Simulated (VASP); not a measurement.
# Ni in VASP: single point with PBE

Aim: the single point of Ni with PBE.

All numbers are computed with VASP 6.6.1; they aren't measurements. Logs are shortened: lines on timing, memory, paths and dates and some standing lists are left out, and cuts for length are marked.

## 1. The cell of the first run

The cell holds a slab with vacuum, 1 atom: a = 2.489 Å, b = 2.489 Å, c = 16.000 Å, α = 90.00°, β = 90.00°, γ = 90.00°.

## 2. Single point, PBE, collinear spin, ferromagnetic start

File POSCAR:

```
Ni
1.0
    2.4893873964      0.0000000000      0.0000000000
    0.0000000000      2.4893873964      0.0000000000
    0.0000000000      0.0000000000     16.0000000000
Ni
1
Direct
    0.0000000000      0.0000000000      0.5000000000
```

File INCAR.step1:

```
  ALGO = Normal
  DIPOL = 0.5 0.5 0.500
  EDIFF = 1E-6
  ENCUT = 520
  GGA = PE
  IDIPOL = 3
  ISIF = 2
  ISMEAR = -1
  ISPIN = 2
  LASPH = True
  LCHARG = True
  LDIPOL = True
  LMAXMIX = 4
  LREAL = False
  LWAVE = False
  MAGMOM = 1
  NBANDS = 15
  NELM = 150
  PREC = Accurate
  SIGMA = 0.1
```

File KPOINTS.step1:

```
k-points
0
Gamma
  16 16 1
```

File INCAR.step2:

```
  ALGO = Normal
  DIPOL = 0.5 0.5 0.500
  EDIFF = 1E-6
  ENCUT = 520
  GGA = PE
  ICHARG = 11
  IDIPOL = 3
  ISIF = 2
  ISMEAR = -5
  ISPIN = 2
  LASPH = True
  LCHARG = False
  LDIPOL = True
  LMAXMIX = 4
  LORBIT = 11
  LREAL = False
  LWAVE = False
  MAGMOM = 1
  NBANDS = 15
  NEDOS = 2001
  NELM = 150
  PREC = Accurate
  SIGMA = 0.1
```

File KPOINTS.step2:

```
k-points
0
Gamma
  24 24 1
```

Potentials or basis: VASP PAW PBE potentials, release 64 (Ni).

The run is started by

```bash
$ cat potpaw_PBE.64/Ni/POTCAR > POTCAR
$ cp INCAR.step1 INCAR
$ cp KPOINTS.step1 KPOINTS
$ mpirun -np 1 vasp_std > vasp.out
$ cp INCAR.step2 INCAR
$ cp KPOINTS.step2 KPOINTS
$ mpirun -np 1 vasp_std > vasp.out
```

OUTCAR:

```text
EDIFF = 1E-6
   ENCUT = 520
   GGA = PE
   ICHARG = 11
   ISIF = 2
   ISMEAR = -5
   ISPIN = 2
   LASPH = True
   LORBIT = 11
   LREAL = False
   NELM = 150
   PREC = Accurate

 ion  position               nearest neighbor table
   1  0.000  0.000  0.500-

  LATTYP: Found a simple tetragonal cell.
 ALAT       =     2.4893873964
 C/A-ratio  =     6.4272840873

  Lattice vectors:

 A1 = (   2.4893873964,   0.0000000000,   0.0000000000)
 A2 = (   0.0000000000,   2.4893873964,   0.0000000000)
 A3 = (   0.0000000000,   0.0000000000,  16.0000000000)

Analysis of symmetry for initial positions (statically):
=====================================================================
 Subroutine PRICEL returns:
 Original cell was already a primitive cell.

 Routine SETGRP: Setting up the symmetry group for a
 simple tetragonal supercell.

 Subroutine GETGRP returns: Found 16 space group operations
 (whereof 16 operations were pure point group operations)
 out of a pool of 16 trial point group operations.

The static configuration has the point symmetry D_4h.

Analysis of symmetry for dynamics (positions and initial velocities):
=====================================================================
 Subroutine PRICEL returns:
 Original cell was already a primitive cell.

 Routine SETGRP: Setting up the symmetry group for a
 simple tetragonal supercell.

 Subroutine GETGRP returns: Found 16 space group operations
 (whereof 16 operations were pure point group operations)
 out of a pool of 16 trial point group operations.

The dynamic configuration has the point symmetry D_4h.

Analysis of structural, dynamic, and magnetic symmetry:
=====================================================================
 Subroutine PRICEL returns:
 Original cell was already a primitive cell.

 Routine SETGRP: Setting up the symmetry group for a
 simple tetragonal supercell.

 Subroutine GETGRP returns: Found 16 space group operations
 (whereof 16 operations were pure point group operations)
 out of a pool of 16 trial point group operations.

The overall configuration has the point symmetry D_4h.

 Subroutine INISYM returns: Found 16 space group operations
 (whereof 16 operations are pure point group operations),
 and found     1 'primitive' translations

----------------------------------------------------------------------------------------

                                     Primitive cell

  volume of cell :      99.1528

  direct lattice vectors                    reciprocal lattice vectors
     2.489387396  0.000000000  0.000000000     0.401705255  0.000000000  0.000000000
     0.000000000  2.489387396  0.000000000     0.000000000  0.401705255  0.000000000
     0.000000000  0.000000000 16.000000000     0.000000000  0.000000000  0.062500000

  length of vectors
     2.489387396  2.489387396 16.000000000     0.401705255  0.401705255  0.062500000

  position of ions in fractional coordinates (direct lattice)
     0.000000000  0.000000000  0.500000000

  ion indices of the primitive-cell ions
   primitive index   ion index
                 1           1

----------------------------------------------------------------------------------------

 KPOINTS: k-points

Automatic generation of k-mesh.
 Grid dimensions read from file:
 generate k-points for:   24   24    1

 Generating k-lattice:

  Cartesian coordinates                     Fractional coordinates (reciprocal lattice)
     0.016737719  0.000000000  0.000000000     0.041666667  0.000000000  0.000000000
     0.000000000  0.016737719  0.000000000     0.000000000  0.041666667  0.000000000
     0.000000000  0.000000000  0.062500000     0.000000000  0.000000000  1.000000000

  Length of vectors
     0.016737719  0.016737719  0.062500000

  Shift w.r.t. Gamma in fractional coordinates (k-lattice)
     0.000000000  0.000000000  0.000000000

 TETIRR: Found    876 inequivalent tetrahedra from     3456

 Subroutine IBZKPT returns following result:
 ===========================================

 Found     91 irreducible k-points:

 Following reciprocal coordinates:
            Coordinates               Weight
  0.000000  0.000000  0.000000      1.000000
  0.041667  0.000000  0.000000      4.000000
  0.083333  0.000000  0.000000      4.000000
  0.125000  0.000000  0.000000      4.000000
  0.166667  0.000000  0.000000      4.000000
  0.208333  0.000000  0.000000      4.000000
[... 16 lines left out ...]
  0.416667  0.041667  0.000000      8.000000
  0.458333  0.041667  0.000000      8.000000
 [... further k-points ...]
   k-points           NKPTS =     91   k-points in BZ     NKDIM =     91   number of bands    NBANDS=     15
   number of dos      NEDOS =   2001   number of ions     NIONS =      1
   total plane-waves  NPLWV =  48000
   dimension x,y,z NGX =    20 NGY =   20 NGZ =  120
   dimension x,y,z NGXF=    40 NGYF=   40 NGZF=  240
   ions per type =               1
   NGX,Y,Z   is equivalent  to a cutoff of  13.36, 13.36, 12.47 a.u.
   NGXF,Y,Z  is equivalent  to a cutoff of  26.71, 26.71, 24.94 a.u.
 SYSTEM =  unknown system
   PREC   = accura    normal or accurate (medium, high low for compatibility)
   ISTART =      0    job   : 0-new  1-cont  2-samecut
   ICHARG =     11    charge: 1-file 2-atom 10-const
   ISPIN  =      2    spin polarized calculation?
   LNONCOLLINEAR =      F non collinear calculations
   LSORBIT =      F    spin-orbit coupling
   LASPH  =      T    aspherical Exc in radial PAW
   ENCUT  =  520.0 eV  38.22 Ry    6.18 a.u.   4.63  4.63 29.75*2*pi/ulx,y,z
   NELM   =    150;   NELMIN=  2; NELMDL=  0     # of ELM steps
   EDIFF  = 0.1E-05   stopping-criterion for ELM
   LREAL  =      F    real-space projection
   EDIFFG = 0.1E-04   stopping-criterion for IOM
   NSW    =      0    number of steps for IOM
   IBRION =     -1    ionic relax: 0-MD 1-quasi-New 2-CG
   NFREE  =      0    steps in history (QN), initial steepest desc. (CG)
   ISIF   =      2    stress and relaxation
   ISYM   =      2    0-nonsym 1-usesym 2-fastsym
   POTIM  = 0.5000    time-step for ionic-motion
   TEBEG  =    0.0;   TEEND  =   0.0 temperature during run
   PSTRESS=    0.0 pullay stress
   NELECT =      10.0000    total number of electrons
   NUPDOWN=      -1.0000    fix difference up-down
   EMIN   =  10.00;   EMAX   =-10.00  energy-range for DOS
   EFERMI =   0.00;   METHOD = LEGACY
   ISMEAR =    -5;   SIGMA  =   0.10  broadening in eV -4-tet -1-fermi 0-gaus
   EFERMI_NEDOS =   21; number of points for ismear=-14 and -15
   IALGO  =     38    algorithm
   IMIX   =      4    mixing-type and parameters
     AMIX     =   0.40;   BMIX     =  1.00
     AMIX_MAG =   1.60;   BMIX_MAG =  1.00
  volume/ion in A,a.u.               =      99.15       669.12
  Fermi-wavevector in a.u.,A,eV,Ry     =   0.762032  1.440032  7.900804  0.580693
  Thomas-Fermi vector in A             =   1.861403
   LORBIT       =     11    0 simple, 1 ext, 2 COOP (PROOUT), +10 PAW based schemes
   GGA     = PE    functional components
   LHFCALC =     F    Hartree Fock is set to
   AEXX    =    0.0000 exact exchange contribution
   IVDW    =     0    specifies the selected vdW correction
   LEPSILON=     F    determine dielectric tensor
   LRPA    =     F    only Hartree local field effects (RPA)
 spin polarized calculation
 Fermi weights with tetrahedron method with Bloechl corrections
  energy-cutoff  :      520.00
  volume of cell :       99.15
 maximum number of plane-waves:      2719
 NGX is ok and might be reduce to    20

 number of electron       9.9999982 magnetization       0.9646212

 dipolmoment           0.000000      0.000000     -0.000000 electrons x Angstroem

 Free energy of the ion-electron system (eV)
  ---------------------------------------------------
  ext. energy  EPLUGINS =         0.00000000
  ---------------------------------------------------
  free energy    TOTEN  =        -3.69537322 eV

  energy without entropy =       -3.69537322  energy(sigma->0) =       -3.69537322

 E-fermi :  -3.4376     XC(G=0):  -2.6773

 val. band max:       -3.4447718458   @ k =   0.2500   0.0833   0.0000
 cond. band min:      -3.4298758287   @ k =   0.4167   0.3333   0.0000
 fundamental gap:      0.0148960171
 Fermi energy:        -3.4375742253

 spin component 1

 k-point     1 :       0.0000    0.0000    0.0000
  band No.  band energies     occupation
      1      -8.2419      1.00000
      2      -6.3448      1.00000
      3      -5.0011      1.00000
      4      -4.4004      1.00000
      5      -4.4004      1.00000
      6      -4.2961      1.00000
      7      -2.1676      0.00000
      8       1.2970      0.00000
      9       2.1192      0.00000
     10       2.4022      0.00000
     11       4.6211      0.00000
     12       5.1185      0.00000
     13       8.5485      0.00000
     14       9.1045      0.00000
[... 401 lines left out ...]
      2      -5.7140      1.00000
      3      -5.0264      1.00000
      4      -4.4184      1.00000
      5      -4.3217      1.00000
      6      -2.3061      0.00000
      7       0.8620      0.00000
      8       3.1507      0.00000
      9       6.0558      0.00000
     10       6.3445      0.00000
     11       7.4480      0.00000
     12       7.4487      0.00000
     13       8.3628      0.00000
     14       9.3637      0.00000
     15       9.4517      0.00000

 [... further k-points ...]

 spin component 2

 k-point     1 :       0.0000    0.0000    0.0000
  band No.  band energies     occupation
      1      -8.1386      1.00000
      2      -5.6150      1.00000
      3      -4.4004      1.00000
      4      -3.2260      0.00000
      5      -3.2260      0.00000
      6      -3.0183      0.00000
      7      -2.1836      0.00000
      8       1.2704      0.00000
      9       2.0648      0.00000
     10       2.4126      0.00000
     11       4.6009      0.00000
     12       5.1111      0.00000
     13       8.5370      0.00000
     14       9.0872      0.00000
[... 401 lines left out ...]
      2      -4.7342      1.00000
      3      -3.8497      1.00000
      4      -3.7244      1.00000
      5      -3.1395      0.00000
      6      -2.2180      0.00000
      7       1.1998      0.00000
      8       3.2032      0.00000
      9       6.0884      0.00000
     10       6.3038      0.00000
     11       7.4163      0.00000
     12       7.4447      0.00000
     13       8.3249      0.00000
     14       9.3239      0.00000
     15       9.4463      0.00000

 [... further k-points ...]

------------------------ aborting loop because EDIFF is reached ----------------------------------------

 vacuum level on the upper side and lower side of the slab       (xc-potential included)        -0.119        -0.119

  FORCE on cell =-STRESS in cart. coord.  units (eV):
  Direction    XX          YY          ZZ          XY          YZ          ZX
  --------------------------------------------------------------------------------------
  -------------------------------------------------------------------------------------
  Total       -2.1073280     -2.1073280     -0.1469574     -0.0000000     -0.0000000      0.0000000
  in kB      -34.0516182    -34.0516182     -2.3746356     -0.0000000     -0.0000000      0.0000000
  external PRESSURE =     -23.4926240 kB  Pullay stress =       0.0000000 kB

 VOLUME and BASIS-vectors are now :
 -----------------------------------------------------------------------------
  energy-cutoff  :      520.00
  volume of cell :       99.15
      direct lattice vectors                 reciprocal lattice vectors
     2.489387396  0.000000000  0.000000000     0.401705255  0.000000000  0.000000000
     0.000000000  2.489387396  0.000000000     0.000000000  0.401705255  0.000000000
     0.000000000  0.000000000 16.000000000     0.000000000  0.000000000  0.062500000

 POSITION                                       TOTAL-FORCE (eV/Angst)
 -----------------------------------------------------------------------------------
      0.00000      0.00000      8.00000         0.000000      0.000000      0.000000
 -----------------------------------------------------------------------------------
    total drift:                               -0.000000      0.000000     -0.000000

  FREE ENERGIE OF THE ION-ELECTRON SYSTEM (eV)
  ---------------------------------------------------
  free  energy   TOTEN  =        -3.6953732197 eV

  energy  without entropy=       -3.6953732197  energy(sigma->0) =       -3.69537322

 vacuum level on the upper side and lower side of the slab         1.561         1.561

 total charge

# of ion       s       p       d       tot
------------------------------------------
    1        0.458   0.181   8.276   8.915

 magnetization (x)

# of ion       s       p       d       tot
------------------------------------------
    1        0.007  -0.008   0.989   0.988
```

It took 7.6 min on 1 thread of Intel Xeon 8259CL, shared host; peak memory 0.37 GiB.

What came out:

| Item | Value |
| --- | --- |
| Net moment | 0.96 μB per cell |
| Site moments | Ni +0.99 μB |
| Valence electrons inside the program's atomic spheres | Ni 8.91 |

Caveat: tetrahedron occupations give inexact forces and stress in metals.
